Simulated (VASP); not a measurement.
# TiSi16 (a cell with a defect) in VASP: notebook

Runs on TiSi16 (a cell with a defect). Level: PBE. Tasks: single point.

All numbers are computed with VASP 6.6.1; they aren't measurements. Logs are shortened: lines on timing, memory, paths and dates and some standing lists are left out, and cuts for length are marked.

## 1. The cell of the first run

The cell holds a defect, 17 atoms: a = 7.679 Å, b = 7.679 Å, c = 7.679 Å, α = 60.00°, β = 60.00°, γ = 60.00°.

## 2. Single point, PBE

INCAR

```
PREC = Accurate ; ENCUT = 520
EDIFF = 1E-6 ; ISMEAR = 0
SIGMA = 0.02 ; LREAL = Auto
LASPH = True ; NELM = 80
ALGO = Normal ; ISIF = 2
LWAVE = False ; LCHARG = True
GGA = PE ; LELF = True
LVHAR = True ; NBANDS = 52
```

KPOINTS

```
regular mesh
0
Gamma
  2 2 2
```

POSCAR

```
TiSi16
1.0
    0.0000000000      5.4300000000      5.4300000000
    5.4300000000      0.0000000000      5.4300000000
    5.4300000000      5.4300000000      0.0000000000
Si Ti
16 1
Direct
   -0.0176930018     -0.0176252302      0.0523062615
    0.1256450276      0.1257647330      0.1384279006
    0.0119924494      0.0124068140      0.5107359116
    0.1068196133      0.1063192449      0.6797746777
    0.0111662063      0.4993965930     -0.0104341621
    0.1255753223      0.6094432781      0.1387379374
    0.0120580110      0.4642169429      0.5110554328
    0.1526975138      0.6150452118      0.6166739411
    0.4991739411      0.0118805709     -0.0111260589
    0.6097223757      0.1259569982      0.1377914365
    0.4643636280      0.0127262431      0.5099011971
    0.6150314917      0.1533561694      0.6157948435
    0.4991382136      0.4995336096     -0.0110017495
    0.6406139042      0.6412153775      0.0764848066
    0.5158903315      0.5168428177      0.4501336096
    0.6150732044      0.6152374770      0.6159805709
    0.8350665746      0.8349588398      0.4942021179
```

Potentials or basis: VASP PAW PBE potentials, release 64 (Si, Ti_sv).

Run with:

```sh
$ cat potpaw_PBE.64/Si/POTCAR potpaw_PBE.64/Ti_sv/POTCAR > POTCAR
$ mpirun -np 1 vasp_std > vasp.out
```

OUTCAR:

```text
PREC = Accurate
   ENCUT = 520
   EDIFF = 1E-6
   ISMEAR = 0
   LREAL = Auto
   LASPH = True
   NELM = 80
   ISIF = 2
   GGA = PE

 ion  position               nearest neighbor table
   1  0.982  0.982  0.052-   4 2.34  10 2.35   2 2.35   6 2.35  17 2.77
   2  0.126  0.126  0.138-   3 2.34   9 2.35   5 2.35   1 2.35
   3  0.012  0.012  0.511-   4 2.27   2 2.34  17 2.43  12 2.50   8 2.50
   4  0.107  0.106  0.680-  11 2.27   3 2.27   7 2.27   1 2.34
   5  0.011  0.499  0.990-  14 2.34   8 2.34   2 2.35   6 2.35
   6  0.126  0.609  0.139-   7 2.34  13 2.35   5 2.35   1 2.35
   7  0.012  0.464  0.511-   4 2.27   6 2.34  17 2.43  16 2.50   8 2.50
   8  0.153  0.615  0.617-  15 2.30   5 2.34   7 2.50   3 2.50  17 2.50
   9  0.499  0.012  0.989-  14 2.34  12 2.34  10 2.35   2 2.35
  10  0.610  0.126  0.138-  11 2.34   9 2.35  13 2.35   1 2.35
  11  0.464  0.013  0.510-   4 2.27  10 2.34  17 2.43  12 2.50  16 2.50
  12  0.615  0.153  0.616-  15 2.30   9 2.34   3 2.50  11 2.50  17 2.51
  13  0.499  0.500  0.989-  14 2.34  16 2.34  10 2.35   6 2.35
  14  0.641  0.641  0.076-   5 2.34  13 2.34   9 2.34  15 2.34
  15  0.516  0.517  0.450-   8 2.30  16 2.30  12 2.30  14 2.34
  16  0.615  0.615  0.616-  15 2.30  13 2.34   7 2.50  11 2.50  17 2.50
  17  0.835  0.835  0.494-   7 2.43   3 2.43  11 2.43  16 2.50   8 2.50  12 2.51   1 2.77

  LATTYP: Found a face centered cubic cell.
 ALAT       =    10.8600000000

  Lattice vectors:

 A1 = (   0.0000000000,   5.4300000000,   5.4300000000)
 A2 = (   5.4300000000,   0.0000000000,   5.4300000000)
 A3 = (   5.4300000000,   5.4300000000,   0.0000000000)

Analysis of symmetry for initial positions (statically):
=====================================================================
 Subroutine PRICEL returns:
 Original cell was already a primitive cell.

 Routine SETGRP: Setting up the symmetry group for a
 face centered cubic supercell.

 Subroutine GETGRP returns: Found  1 space group operations
 (whereof  1 operations were pure point group operations)
 out of a pool of 48 trial point group operations.

The static configuration has the point symmetry C_1 .

Analysis of symmetry for dynamics (positions and initial velocities):
=====================================================================
 Subroutine PRICEL returns:
 Original cell was already a primitive cell.

 Routine SETGRP: Setting up the symmetry group for a
 face centered cubic supercell.

 Subroutine GETGRP returns: Found  1 space group operations
 (whereof  1 operations were pure point group operations)
 out of a pool of 48 trial point group operations.

The dynamic configuration has the point symmetry C_1 .

 Subroutine INISYM returns: Found  1 space group operations
 (whereof  1 operations are pure point group operations),
 and found     1 'primitive' translations

----------------------------------------------------------------------------------------

                                     Primitive cell

  volume of cell :     320.2060

  direct lattice vectors                    reciprocal lattice vectors
     0.000000000  5.430000000  5.430000000    -0.092081031  0.092081031  0.092081031
     5.430000000  0.000000000  5.430000000     0.092081031 -0.092081031  0.092081031
     5.430000000  5.430000000  0.000000000     0.092081031  0.092081031 -0.092081031

  length of vectors
     7.679179644  7.679179644  7.679179644     0.159489025  0.159489025  0.159489025

  position of ions in fractional coordinates (direct lattice)
     0.982306998  0.982374770  0.052306262
     0.125645028  0.125764733  0.138427901
     0.011992449  0.012406814  0.510735912
     0.106819613  0.106319245  0.679774678
     0.011166206  0.499396593  0.989565838
     0.125575322  0.609443278  0.138737937
[... 9 lines left out ...]
     0.615073204  0.615237477  0.615980571
     0.835066575  0.834958840  0.494202118

  ion indices of the primitive-cell ions
   primitive index   ion index
                 1           1
                 2           2
                 3           3
                 4           4
                 5           5
                 6           6
[... 9 lines left out ...]
                16          16
                17          17

----------------------------------------------------------------------------------------

 KPOINTS: regular mesh

Automatic generation of k-mesh.
 Grid dimensions read from file:
 generate k-points for:    2    2    2

 Generating k-lattice:

  Cartesian coordinates                     Fractional coordinates (reciprocal lattice)
    -0.046040516  0.046040516  0.046040516     0.500000000  0.000000000  0.000000000
     0.046040516 -0.046040516  0.046040516     0.000000000  0.500000000  0.000000000
     0.046040516  0.046040516 -0.046040516     0.000000000  0.000000000  0.500000000

  Length of vectors
     0.079744512  0.079744512  0.079744512

  Shift w.r.t. Gamma in fractional coordinates (k-lattice)
[... 38 lines left out ...]
   NSW    =      0    number of steps for IOM
   IBRION =     -1    ionic relax: 0-MD 1-quasi-New 2-CG
   NFREE  =      0    steps in history (QN), initial steepest desc. (CG)
   ISIF   =      2    stress and relaxation
   ISYM   =      2    0-nonsym 1-usesym 2-fastsym
   POTIM  = 0.5000    time-step for ionic-motion
   TEBEG  =    0.0;   TEEND  =   0.0 temperature during run
   PSTRESS=    0.0 pullay stress
   NELECT =      76.0000    total number of electrons
   NUPDOWN=      -1.0000    fix difference up-down
   EMIN   =  10.00;   EMAX   =-10.00  energy-range for DOS
   EFERMI =   0.00;   METHOD = LEGACY
   ISMEAR =     0;   SIGMA  =   0.02  broadening in eV -4-tet -1-fermi 0-gaus
   EFERMI_NEDOS =   21; number of points for ismear=-14 and -15
   IALGO  =     38    algorithm
   IMIX   =      4    mixing-type and parameters
     AMIX     =   0.40;   BMIX     =  1.00
     AMIX_MAG =   1.60;   BMIX_MAG =  1.00
  volume/ion in A,a.u.               =      18.84       127.11
  Fermi-wavevector in a.u.,A,eV,Ry     =   1.013607  1.915439 13.978610  1.027399
  Thomas-Fermi vector in A             =   2.146786
   LORBIT       =      0    0 simple, 1 ext, 2 COOP (PROOUT), +10 PAW based schemes
   GGA     = PE    functional components
   LHFCALC =     F    Hartree Fock is set to
   AEXX    =    0.0000 exact exchange contribution
   IVDW    =     0    specifies the selected vdW correction
   LEPSILON=     F    determine dielectric tensor
   LRPA    =     F    only Hartree local field effects (RPA)
 non-spin polarized calculation
 Gauss-broadening in eV      SIGMA  =   0.02
  energy-cutoff  :      520.00
  volume of cell :      320.21
 maximum number of plane-waves:      8646
 NGX is ok and might be reduce to    60
   NGX = 29   NGY = 29   NGZ = 29

 number of electron      76.0000001 magnetization

 Free energy of the ion-electron system (eV)
  ---------------------------------------------------
  ext. energy  EPLUGINS =         0.00000000
  ---------------------------------------------------
  free energy    TOTEN  =       -90.96649926 eV

  energy without entropy =      -90.96266089  energy(sigma->0) =      -90.96458008

 E-fermi :   6.9060     XC(G=0):  -9.7637

 val. band max:        6.9017448136   @ k =   0.5000   0.0000   0.0000
 cond. band min:       6.9691765145   @ k =   0.0000   0.0000   0.0000
 fundamental gap:      0.0674317009
 Fermi energy:         6.9059735808

 k-point     1 :       0.0000    0.0000    0.0000
  band No.  band energies     occupation
      1     -49.9969      2.00000
      2     -26.4561      2.00000
      3     -26.3091      2.00000
      4     -26.3069      2.00000
      5      -5.6759      2.00000
      6      -3.4796      2.00000
[... 42 lines left out ...]
     49       8.2368      0.00000
     50       8.7899      0.00000

 k-point     2 :       0.5000    0.0000    0.0000
  band No.  band energies     occupation
      1     -49.9969      2.00000
      2     -26.4561      2.00000
      3     -26.3091      2.00000
      4     -26.3069      2.00000
      5      -4.9252      2.00000
      6      -4.7961      2.00000
[... 310 lines left out ...]
 k-point     8 :       0.5000    0.0000    0.5000
  band No.  band energies     occupation
      1     -49.9969      2.00000
      2     -26.4561      2.00000
      3     -26.3091      2.00000
      4     -26.3069      2.00000
      5      -4.6142      2.00000
      6      -4.5624      2.00000
[... 42 lines left out ...]
     49       9.9240      0.00000
     50      10.4826      0.00000
 [bands above 50 left out]

------------------------ aborting loop because EDIFF is reached ----------------------------------------

  FORCE on cell =-STRESS in cart. coord.  units (eV):
  Direction    XX          YY          ZZ          XY          YZ          ZX
  --------------------------------------------------------------------------------------
  -------------------------------------------------------------------------------------
  Total        9.4827811      9.5064624      9.5105333     -1.5866230      1.6040896      1.5331043
  in kB       47.4478810     47.5663723     47.5867418     -7.9387998      8.0261954      7.6710143
  external PRESSURE =      47.5336650 kB  Pullay stress =       0.0000000 kB

 VOLUME and BASIS-vectors are now :
 -----------------------------------------------------------------------------
  energy-cutoff  :      520.00
  volume of cell :      320.21
      direct lattice vectors                 reciprocal lattice vectors
     0.000000000  5.430000000  5.430000000    -0.092081031  0.092081031  0.092081031
     5.430000000  0.000000000  5.430000000     0.092081031 -0.092081031  0.092081031
     5.430000000  5.430000000  0.000000000     0.092081031  0.092081031 -0.092081031

 POSITION                                       TOTAL-FORCE (eV/Angst)
 -----------------------------------------------------------------------------------
      5.61832      5.61795     10.66822         0.045467      0.043213     -0.042721
      1.43457      1.43392      1.36516         0.075510      0.073727     -0.039927
      2.84067      2.83842      0.13249         0.104639      0.111087     -0.025556
      4.26849      4.27121      1.15734         0.098225      0.093694     -0.095930
      8.08507      5.43398      2.77236         0.089754      0.026135     -0.089228
      4.06262      1.43522      3.99115         0.039370      0.073372     -0.073925
[... 9 lines left out ...]
      6.68551      6.68462      6.68059         0.088196      0.080743      0.049088
      7.21734      7.21793      9.06824        -1.054137     -1.063366      1.069716
 -----------------------------------------------------------------------------------
    total drift:                               -0.005861      0.002972     -0.000221

  FREE ENERGIE OF THE ION-ELECTRON SYSTEM (eV)
  ---------------------------------------------------
  free  energy   TOTEN  =       -90.9664992605 eV

  energy  without entropy=      -90.9626608909  energy(sigma->0) =      -90.96458008
```

Wall time 2.5 min (1 thread of Intel Xeon 6975P-C (Granite Rapids), shared host); peak memory 0.5 GiB.

What came out:

| Item | Value |
| --- | --- |
| Free energy | -90.9665 eV |
| Pressure | 4.8 GPa |
| Largest force | 1.840 eV/Å |
| Band gap on the k mesh | zero (band 38 reaches 7.04 eV, above the bottom of band 39 at 6.63 eV) |

Forces in eV/Å, atoms in the order of the input:
```
Si   0.045  0.043 -0.043
Si   0.076  0.074 -0.040
Si   0.105  0.111 -0.026
Si   0.098  0.094 -0.096
Si   0.090  0.026 -0.089
Si   0.039  0.073 -0.074
Si   0.016  0.116 -0.114
Si   0.087 -0.052 -0.082
Si   0.023  0.086 -0.087
Si   0.073  0.034 -0.072
Si   0.107  0.023 -0.111
Si  -0.057  0.087 -0.088
Si   0.089  0.088 -0.024
Si   0.106  0.104 -0.104
Si   0.069  0.075 -0.068
Si   0.088  0.081  0.049
Ti  -1.054 -1.063  1.070
```

Stress tensor (GPa, compression positive):
```
 4.74 -0.79  0.77
-0.79  4.76  0.80
 0.77  0.80  4.76
```

Levels at points of the mesh, in eV from the Fermi level:
| k point | band 34 | band 35 | band 36 | band 37 | band 38 | band 39 | band 40 | band 41 | band 42 | band 43 |
| --- | --- | --- | --- | --- | --- | --- | --- | --- | --- | --- |
| (0.00, 0.00, 0.00) | -1.22 | -1.22 | -0.78 | -0.49 | -0.28 | -0.27 | -0.07 | -0.07 | 0.06 | 0.37 |
| (0.50, 0.00, 0.00) | -1.63 | -1.41 | -1.26 | -0.48 | 0.00 | 0.23 | 0.57 | 0.70 | 0.74 | 0.83 |
| (0.00, 0.50, 0.00) | -1.63 | -1.41 | -1.26 | -0.48 | -0.01 | 0.23 | 0.57 | 0.70 | 0.73 | 0.83 |
| (0.00, 0.00, 0.50) | -2.19 | -1.36 | -1.36 | -0.25 | -0.25 | -0.12 | 0.64 | 0.72 | 0.73 | 1.21 |
| (0.50, 0.50, 0.50) | -1.63 | -1.41 | -1.26 | -0.48 | -0.01 | 0.23 | 0.57 | 0.70 | 0.73 | 0.83 |
| (0.50, 0.50, 0.00) | -2.10 | -1.82 | -1.80 | -0.23 | 0.14 | 0.27 | 0.45 | 0.93 | 0.97 | 1.40 |
| (0.00, 0.50, 0.50) | -2.10 | -1.82 | -1.80 | -0.23 | 0.14 | 0.27 | 0.45 | 0.92 | 0.97 | 1.41 |
| (0.50, 0.00, 0.50) | -2.10 | -1.82 | -1.80 | -0.23 | 0.14 | 0.27 | 0.45 | 0.93 | 0.97 | 1.40 |

Caveat: the k points lie up to 0.50 Å⁻¹ apart.

## 3. Single point, PBE

INCAR

```
  PREC = Accurate
  ENCUT = 520
  EDIFF = 1E-6
  ISMEAR = 0
  SIGMA = 0.02
  LREAL = Auto
  LASPH = T
  NELM = 60
  ALGO = Normal
  ISIF = 2
  LWAVE = F
  LCHARG = F
  GGA = PE
  NBANDS = 52
```

KPOINTS

```
Automatic mesh
0
Gamma
  2 2 2
```

POSCAR

```
TiSi16
1.0
    0.0000000000      5.4300000000      5.4300000000
    5.4300000000      0.0000000000      5.4300000000
    5.4300000000      5.4300000000      0.0000000000
Si Ti
16 1
Direct
   -0.0162661142     -0.0163081031      0.0485784530
    0.1252298343      0.1254432781      0.1359366483
    0.0093407919      0.0098100368      0.5089533149
    0.1084424494      0.1081595764      0.6749093002
    0.0146622468      0.4990186004     -0.0128414365
    0.1251898711      0.6130406998      0.1361745856
    0.0093104972      0.4716688766      0.5092267035
    0.1599902394      0.6125071823      0.6150408840
    0.4987828729      0.0154521179     -0.0136513812
    0.6132103131      0.1255806630      0.1354101289
    0.4716567219      0.0099624309      0.5083147330
    0.6123501842      0.1607549724      0.6140021179
    0.4987427256      0.4992075506     -0.0134871087
    0.6420537753      0.6425104972      0.0727324125
    0.5175614180      0.5186135359      0.4452647330
    0.6122501842      0.6127383978      0.6142452118
    0.7893528545      0.7896977901      0.6309003683
```

Potentials or basis: VASP PAW PBE potentials, release 64 (Si, Ti_sv).

Run with:

```sh
$ cat potpaw_PBE.64/Si/POTCAR potpaw_PBE.64/Ti_sv/POTCAR > POTCAR
$ mpirun -np 1 vasp_std > vasp.out
```

Run time: 2.3 min. Hardware: 1 thread of Intel Xeon 6975P-C (Granite Rapids), shared host; peak memory 0.5 GiB.

It converged, with:

* Free energy: -90.9676 eV
* Pressure: 4.8 GPa
* Largest force: 1.828 eV/Å
* Band gap on the k mesh: zero (band 38 reaches 7.04 eV, above the bottom of band 39 at 6.63 eV)

Forces on the atoms (eV/Å):
```
Si  -0.109 -0.107  0.107
Si  -0.086 -0.086  0.022
Si  -0.087 -0.084 -0.057
Si  -0.068 -0.074  0.071
Si  -0.072 -0.034  0.073
Si  -0.023 -0.086  0.087
Si   0.047 -0.082  0.084
Si  -0.112 -0.020  0.111
Si  -0.041 -0.075  0.075
Si  -0.086 -0.024  0.087
Si  -0.084  0.052  0.083
Si  -0.029 -0.108  0.103
Si  -0.074 -0.074  0.036
Si  -0.042 -0.041  0.042
Si  -0.097 -0.094  0.095
Si  -0.112 -0.115  0.018
Ti   1.075  1.053 -1.038
```

Stress tensor (GPa, compression positive):
```
 4.76 -0.79  0.77
-0.79  4.76  0.80
 0.77  0.80  4.75
```

Levels at points of the mesh, in eV from the Fermi level:
```csv
k point,band 34,band 35,band 36,band 37,band 38,band 39,band 40,band 41,band 42,band 43
"(0.00, 0.00, 0.00)",-1.22,-1.22,-0.78,-0.49,-0.28,-0.27,-0.07,-0.07,0.06,0.37
"(0.50, 0.00, 0.00)",-1.63,-1.41,-1.26,-0.48,0.00,0.23,0.57,0.69,0.74,0.83
"(0.00, 0.50, 0.00)",-1.63,-1.41,-1.26,-0.48,-0.01,0.23,0.57,0.70,0.73,0.83
"(0.00, 0.00, 0.50)",-2.19,-1.37,-1.36,-0.25,-0.25,-0.12,0.64,0.73,0.73,1.21
"(0.50, 0.50, 0.50)",-1.63,-1.41,-1.26,-0.48,-0.01,0.23,0.57,0.70,0.73,0.83
"(0.50, 0.50, 0.00)",-2.10,-1.82,-1.80,-0.23,0.14,0.27,0.45,0.93,0.97,1.41
"(0.00, 0.50, 0.50)",-2.10,-1.82,-1.80,-0.23,0.14,0.27,0.45,0.93,0.97,1.40
"(0.50, 0.00, 0.50)",-2.10,-1.82,-1.80,-0.23,0.14,0.27,0.45,0.93,0.97,1.41
```

Caveat: the k points lie up to 0.50 Å⁻¹ apart.

## 4. Single point, PBE

INCAR

```
PREC = Accurate
ENCUT = 520
EDIFF = 1E-7
ISMEAR = 0
SIGMA = 0.02
LREAL = Auto
LASPH = True
NELM = 100
ALGO = Normal
ISIF = 2
LWAVE = False
LCHARG = False
GGA = PE
NBANDS = 52
```

KPOINTS is that of step 3.

POSCAR

```
TiSi16
1.0
    0.0000000000      5.4300000000      5.4300000000
    5.4300000000      0.0000000000      5.4300000000
    5.4300000000      5.4300000000      0.0000000000
Si Ti
16 1
Direct
   -0.0147389503     -0.0146713628      0.0439737569
    0.1251513812      0.1255046041      0.1342228361
    0.0076761510      0.0081319521      0.5075116943
    0.1098545120      0.1095138122      0.6708777164
    0.0167339779      0.4985220074     -0.0137223757
    0.1251622468      0.6150232044      0.1343464088
    0.0076380295      0.4765584715      0.5078481584
    0.1535261510      0.6189012891      0.6094320442
    0.4982059853      0.0173476059     -0.0143164825
    0.6149648250      0.1256222836      0.1338104972
    0.4766422652      0.0082190608      0.5069785451
    0.6185680479      0.1542374770      0.6079242173
    0.4981320442      0.4987200737     -0.0142465930
    0.6374828729      0.6376213628      0.0869963168
    0.5155771639      0.5164261510      0.4516983425
    0.6180190608      0.6193840700      0.6084787293
    0.7680285451      0.7683872928      0.6950313076
```

Run with:

```sh
$ cat potpaw_PBE.64/Si/POTCAR potpaw_PBE.64/Ti_sv/POTCAR > POTCAR
$ mpirun -np 1 vasp_std > vasp.out
```

Run time: 2.2 min. Hardware: 1 thread of Intel Xeon 6975P-C (Granite Rapids), shared host; peak memory 0.5 GiB.

It converged, with:

- Free energy: -91.8107 eV
- Pressure: 3.7 GPa
- Largest force: 1.535 eV/Å
- Band gap on the k mesh: zero (band 38 reaches 6.91 eV, above the bottom of band 39 at 6.59 eV)

Forces in eV/Å, atoms in the order of the input:
```
Si  -0.113 -0.112  0.112
Si  -0.079 -0.084  0.033
Si  -0.108 -0.103 -0.029
Si  -0.097 -0.096  0.095
Si  -0.065 -0.017  0.069
Si  -0.036 -0.085  0.083
Si   0.025 -0.103  0.106
Si  -0.027 -0.303  0.040
Si  -0.017 -0.058  0.058
Si  -0.078 -0.033  0.080
Si  -0.106  0.032  0.104
Si  -0.325 -0.042  0.032
Si  -0.061 -0.065  0.016
Si   0.159  0.165 -0.163
Si   0.060  0.067 -0.063
Si  -0.025 -0.049  0.306
Ti   0.893  0.887 -0.879
```

Stress tensor (GPa, compression positive):
```
 3.74 -0.24  0.24
-0.24  3.73  0.21
 0.24  0.21  3.75
```

Levels at points of the mesh, in eV from the Fermi level:
```
           k point  band 34  band 35  band 36  band 37  band 38  band 39  band 40  band 41  band 42  band 43
(0.00, 0.00, 0.00)    -1.07    -1.07    -0.90    -0.61    -0.31    -0.31    -0.01     0.00     0.19     0.78
(0.50, 0.00, 0.00)    -1.83    -1.36    -1.32    -0.17     0.00     0.21     0.38     0.57     0.75     1.14
(0.00, 0.50, 0.00)    -1.82    -1.36    -1.32    -0.17    -0.01     0.21     0.38     0.58     0.75     1.14
(0.00, 0.00, 0.50)    -1.97    -1.35    -1.35    -0.37    -0.16    -0.16     0.64     0.64     0.85     1.22
(0.50, 0.50, 0.50)    -1.83    -1.36    -1.32    -0.17     0.00     0.21     0.38     0.57     0.75     1.14
(0.50, 0.50, 0.00)    -2.01    -1.94    -1.80    -0.49     0.01     0.45     0.77     1.10     1.28     1.33
(0.00, 0.50, 0.50)    -2.00    -1.94    -1.80    -0.50     0.01     0.45     0.77     1.10     1.28     1.33
(0.50, 0.00, 0.50)    -2.01    -1.94    -1.80    -0.49     0.01     0.45     0.77     1.10     1.28     1.33
```

Caveat: the k points lie up to 0.50 Å⁻¹ apart.
